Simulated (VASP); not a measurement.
A run of VASP 6.6.1 is set up as follows.

INCAR

```
  PREC = Accurate
  ENCUT = 520
  EDIFF = 1E-6
  ISMEAR = 0
  SIGMA = 0.15
  LREAL = False
  LASPH = True
  NELM = 60
  ALGO = Fast
  ISIF = 2
  LWAVE = False
  LCHARG = False
  GGA = PE
  NBANDS = 17
```

KPOINTS

```
regular mesh
0
Gamma
  18 18 10
```

The input POSCAR:

```
Pt
1.0
    2.7103000000      0.0000000000      0.0000000000
   -1.3551500000      2.3471886519      0.0000000000
    0.0000000000      0.0000000000      4.9607000000
Pt
2
Direct
    0.6666666667      0.3333333333      0.7500000000
    0.3333333333      0.6666666667      0.2500000000
```

Potentials or basis: VASP PAW PBE potentials, release 64 (Pt).

The run is started by

```console
$ cat potpaw_PBE.64/Pt/POTCAR > POTCAR
$ mpirun -np 1 vasp_std > vasp.out
```

**Question.** Predict the band gap on the k mesh.

**Answer.** Zero (band 10 reaches 11.06 eV, above the bottom of band 11 at 9.69 eV).

**Question.** Estimate the pressure.

**Answer.** 1.5 GPa.

Stress tensor (GPa, compression positive):
```
 5.56  0.00  0.00
 0.00  5.56  0.00
 0.00  0.00 -6.59
```

Caveat: spin-orbit coupling is left out, which moves the levels of the heavy elements.
